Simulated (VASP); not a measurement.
Set up this calculation in VASP 6.6.1, as the native input.

```
Task                   : single point
Functional             : PBE
Potentials or basis    : VASP PAW PBE potentials, release 64 (Li_sv, F)
Cutoff                 : 650 eV
k mesh                 : 6 × 6 × 1
Occupations            : gaussian, width 0.1 eV
Spin                   : no spin polarisation
Dipole correction      : yes
Further INCAR settings : ALGO = Normal; EDIFF = 1e-06; NBANDS = 12; NELMDL = -8
```

The structure of LiF lies in POSCAR:

```
LiF
1.0
    2.8874190000      0.0000000000      0.0000000000
    0.0000000000      2.8874190000      0.0000000000
    0.0000000000      0.0000000000     14.0000000000
Li F
1 1
Direct
    0.5000000000      0.5000000000      0.5000000000
    0.0000000000      0.0000000000      0.5000000000
```

These files were run (other wordings do the same):

INCAR

```
SYSTEM = LiF
  PREC = Accurate
  ENCUT = 650
  EDIFF = 1E-6
  ISMEAR = 0
  SIGMA = 0.1
  LREAL = .False.
  LASPH = .True.
  NELM = 120
  ALGO = Normal
  ISIF = 2
  LWAVE = .False.
  LCHARG = .False.
  LDIPOL = .True.
  IDIPOL = 3
  DIPOL = 0.5 0.5 0.500
  GGA = PE
  NBANDS = 12
  GGA_COMPAT = .False.
  NELMDL = -8
```

KPOINTS

```
regular mesh
0
Gamma
  6 6 1
  0 0 0
```

Potentials or basis: VASP PAW PBE potentials, release 64 (Li_sv, F).

Run with:

```console
$ cat potpaw_PBE.64/Li_sv/POTCAR potpaw_PBE.64/F/POTCAR > POTCAR
$ mpirun -np 1 vasp_std > vasp.out
```

It gave:

```
Band gap on the k mesh : 6.09 eV, indirect (least direct gap 6.36 eV)
```

Wall time 11 s on 1 thread of Intel(R) Xeon(R) 6975P-C (Granite Rapids) (shared host), peak memory 0.24 GiB.
